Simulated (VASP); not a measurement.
Here is a VASP 6.6.1 calculation.

Contents of POSCAR:

```
NaCl
1.0
    0.0000000000      2.7940632177      2.7940632177
    2.7940632177      0.0000000000      2.7940632177
    2.7940632177      2.7940632177      0.0000000000
Cl Na
1 1
Direct
    0.5000000000      0.5000000000      0.5000000000
    0.0000000000      0.0000000000      0.0000000000
```

File INCAR.step1:

```
SYSTEM = NaCl
ALGO = Normal
EDIFF = 1E-5
ENCUT = 600
GGA = PE
ISMEAR = -1
LASPH = .TRUE.
LCHARG = .FALSE.
LREAL = .FALSE.
LWAVE = .TRUE.
NBANDS = 14
NELM = 60
PREC = Accurate
SIGMA = 0.05
```

Contents of INCAR.step2:

```
SYSTEM = NaCl
AEXX = 0.25
ALGO = Normal
EDIFF = 1E-6
EDIFFG = -0.01
ENCUT = 600
GGA = PS
HFSCREEN = 0.207
IBRION = 2
ISIF = 3
ISMEAR = -1
ISTART = 1
LASPH = .TRUE.
LCHARG = .FALSE.
LHFCALC = .TRUE.
LREAL = .FALSE.
LWAVE = .FALSE.
NELM = 60
NSW = 60
PREC = Accurate
PRECFOCK = Normal
SIGMA = 0.05
```

The input KPOINTS:

```
k-points
0
G
  4 4 4
  0 0 0
```

Potentials or basis: VASP PAW PBE potentials, release 64 (Cl, Na_pv).

Launch:

```console
$ cat potpaw_PBE.64/Cl/POTCAR potpaw_PBE.64/Na_pv/POTCAR > POTCAR
$ cp INCAR.step1 INCAR
$ mpirun -np 1 vasp_std > vasp.out
$ cp INCAR.step2 INCAR
$ mpirun -np 1 vasp_std > vasp.out
```

Predict the band gap on the k mesh.

6.43 eV.

Final structure:
```cif
data_structure
_symmetry_space_group_name_H-M 'P 1'
_symmetry_Int_Tables_number 1
_cell_length_a 3.9514
_cell_length_b 3.9514
_cell_length_c 3.9514
_cell_angle_alpha 60.000
_cell_angle_beta 60.000
_cell_angle_gamma 60.000
_cell_volume 43.63
loop_
_atom_site_label
_atom_site_type_symbol
_atom_site_fract_x
_atom_site_fract_y
_atom_site_fract_z
_atom_site_occupancy
Cl1 Cl 0.50000 0.50000 0.50000 1
Na1 Na 0.00000 0.00000 0.00000 1
```

Caveat: the k points lie up to 0.49 Å⁻¹ apart in the final cell; the relaxation stopped at its first step, so nothing moved.
